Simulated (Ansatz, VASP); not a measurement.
# Two plane-wave programs on Cu

```
Cu
1.0
    -1.37065    1.37065    1.30728
     1.37065   -1.37065    1.30728
     1.37065    1.37065   -1.30728
Cu
1
Cartesian
  0.0000 0.0000 0.0000
```

Change from the starting cell: strain -0.050 along x and y, -0.050 along z, atoms carried along.

Alike in both runs: task single point; functional r2SCAN; k mesh 24 × 24 × 24; occupations gaussian, width 0.15 eV; no spin polarisation.

|  | VASP | Ansatz |
| --- | --- | --- |
| version | VASP 6.6.1 | Ansatz 0.2.0 |
| potentials or method | VASP PAW PBE potentials, release 64 (Cu), cutoff 520 eV | scalar-relativistic, plane waves, PAW |
| valence electrons in the cell | 11 | 19 |

VASP gave:

```
gap on the k mesh at the Fermi level (eV)                     : none
pressure (GPa)                                                : 38.0
traceless stress, the component that is largest in VASP (GPa) : 0.62
```

Question: What did Ansatz give for the same quantities?

Answer: gap on the k mesh at the Fermi level (eV): none; pressure (GPa): 37.1; traceless stress, the component that is largest in VASP (GPa): 0.55.

VASP's potentials were made for PBE, not for r2SCAN. A gap of «none» marks a metal or a gap that the smearing closes. Both programs put the cell under a high pressure, so it lies far from rest at this level. VASP's potentials hold 11 valence electrons a cell and Ansatz's 19, so a difference there can come from the potentials and not from the codes.
